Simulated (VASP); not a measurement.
Crystal: Ta.

```xyz
1
Lattice="2.2942 0.0000 0.0000 -1.1471 1.9868 0.0000 0.0000 0.0000 2.1691" Properties=species:S:1:pos:R:3 pbc="T T T"
Ta    0.0000    0.0000    0.0000
```

Base run:

- Program: VASP 6.6.1
- Functional: PBE
- Potentials or basis: VASP PAW PBE potentials, release 64 (Ta_sv_GW)
- Cutoff: 500 eV
- k mesh: 17 × 17 × 16
- Occupations: fermi-dirac, width 0.05 eV
- Spin: no spin polarisation

Its results: pressure 429.4 GPa.

Question: The run is repeated on the same cell with these changes: potentials or basis from VASP PAW PBE potentials, release 64 (Ta_sv_GW) to VASP PAW PBE potentials, release 64 (Ta_pv); cutoff from 500 eV to 520 eV; valence electrons from 13 to 11. What comes out?

Answer: Pressure 435.7 GPa.
